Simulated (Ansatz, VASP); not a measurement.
This is a calculation of Fe for Ansatz 0.2.0.

File input.yaml:

```yaml
crystal:
  lattice:
    - [-1.4333151444, 1.4333151444, 1.4333151444]
    - [1.4333151444, -1.4333151444, 1.4333151444]
    - [1.4333151444, 1.4333151444, -1.4333151444]
  atoms:
    - { symbol: Fe, position: [0.0, 0.0, 0.0], spin: 3.0 }
hamiltonian:
  xc: blyp
  pseudopotentials: { kind: paw }
  dispersion: d4
magnetization:
  spin_polarized: true
kpoints:
  mp_grid: { grid: [13, 13, 13] }
scf:
  occupations: { method: fermi_dirac, width: 0.05 }
output:
  forces: true
  stress: true
  eigenvalues: true
```

Potentials or basis: Ansatz PAW.

Command:

```sh
$ ansatz run input.yaml --threads 2 --pin off --max-ram 5120MiB --backend cpu --events-out ev --progress --plain --runs-dir out
```

**Question.** Set up the same calculation for VASP 6.6.1. Potentials there: VASP PAW PBE potentials, release 64 (Fe).

**Answer.** As run (the cutoff follows the program's own potentials):

INCAR

```
SYSTEM = Fe
AGGAC    = 1.0          
AGGAX    = 1.0          
ALDAC    = 0.0          
ALDAX    = 1.0          
ALGO     = Fast           ! electronic algorithm
EDIFF    = 1E-6           ! SCF threshold, eV
ENCUT    = 520            ! plane-wave cutoff, eV
GGA      = B5             ! functional
ISIF     = 2              ! what is computed and relaxed
ISMEAR   = -1             ! smearing method
ISPIN    = 2              ! spin polarisation
IVDW     = 13             ! dispersion correction
LASPH    = .TRUE.         ! aspherical terms in the spheres
LCHARG   = .FALSE.        ! write CHGCAR
LMAXMIX  = 4              ! l up to which the mixer works
LORBIT   = 11             ! projections on sites
LREAL    = .FALSE.        ! projectors in reciprocal space
LWAVE    = .FALSE.        ! write WAVECAR
MAGMOM   = 3              ! initial moments
NBANDS   = 14             ! bands
NELM     = 150            ! most SCF steps
PREC     = Accurate       ! precision mode
SIGMA    = 0.05           ! smearing width, eV
VDW_A1   = 0.44488865   
VDW_A2   = 4.0933009    
VDW_S6   = 1.0          
VDW_S8   = 2.34076671
```

The input KPOINTS:

```
k-points
0
G
  13 13 13
  0 0 0
```

File POSCAR:

```
Fe
1.0
   -1.4333151444      1.4333151444      1.4333151444
    1.4333151444     -1.4333151444      1.4333151444
    1.4333151444      1.4333151444     -1.4333151444
Fe
1
Direct
    0.0000000000      0.0000000000      0.0000000000
```

Potentials or basis: VASP PAW PBE potentials, release 64 (Fe).

Launch:

```console
$ cat potpaw_PBE.64/Fe/POTCAR > POTCAR
$ mpirun -np 1 vasp_std > vasp.out
```

Both were run:

|  | VASP | Ansatz | Ansatz less VASP |
| --- | --- | --- | --- |
| gap on the k mesh at the Fermi level (eV) | none | none | - |
| pressure (GPa) | -8.2 | -8.5 | -0.31 |
| net moment per atom (μB) | 2.17 | 2.15 | -0.016 |
| size of the moment on the site where the two differ most (μB) | 2.17 | 2.20 | +0.032 |

VASP's potentials were made for PBE, not for BLYP. Site moments also hang on the region over which each program counts them. A gap of «none» marks a metal or a gap that the smearing closes. VASP's potentials hold 8 valence electrons a cell and Ansatz's 16, so a difference there can come from the potentials and not from the codes.
